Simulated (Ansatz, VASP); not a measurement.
**One calculation of Ga2O3, two programs**

```
Ga O
1.0
     2.49230    1.43893    4.48067
    -2.49230    1.43893    4.48067
     0.00000   -2.87786    4.48067
Ga O
4 6
Direct
  0.36668 0.35510 0.35086
  0.15588 0.14430 0.14006
  0.65588 0.64430 0.64006
  0.86668 0.85510 0.85086
  0.55363 0.94637 0.25000
  0.25000 0.55363 0.94637
  0.94637 0.25000 0.55363
  0.44637 0.05363 0.75000
  0.75000 0.44637 0.05363
  0.05363 0.75000 0.44637
```

Change from the starting cell: all Ga atoms moved +0.050 Å, as atom 1 along Cartesian [1 1 1].

Alike in both runs: task single point; functional r2SCAN; k mesh 6 × 6 × 6; occupations gaussian, width 0.05 eV; no spin polarisation.

```csv
,VASP,Ansatz
version,VASP 6.6.1,Ansatz 0.2.0
potentials or method,"VASP PAW PBE potentials, release 64 (Ga_d, O), cutoff 520 eV","scalar-relativistic, plane waves, PAW"
valence electrons in the cell,88,88
```

VASP gave:

- gap on the k mesh at the Fermi level (eV): 3.54
- least direct gap on the mesh (eV): 3.79
- pressure (GPa): 2.2
- traceless stress, the component that is largest in VASP (GPa): -0.43
- rms of the force components (eV/Å): 0.257

Q: Estimate Ansatz's values.

A: gap on the k mesh at the Fermi level (eV): 3.55; least direct gap on the mesh (eV): 3.79; pressure (GPa): 0.3; traceless stress, the component that is largest in VASP (GPa): -0.04; rms of the force components (eV/Å): 0.238.

VASP's potentials were made for PBE, not for r2SCAN. Atom by atom the forces differ by 0.030 eV/Å (rms over components).
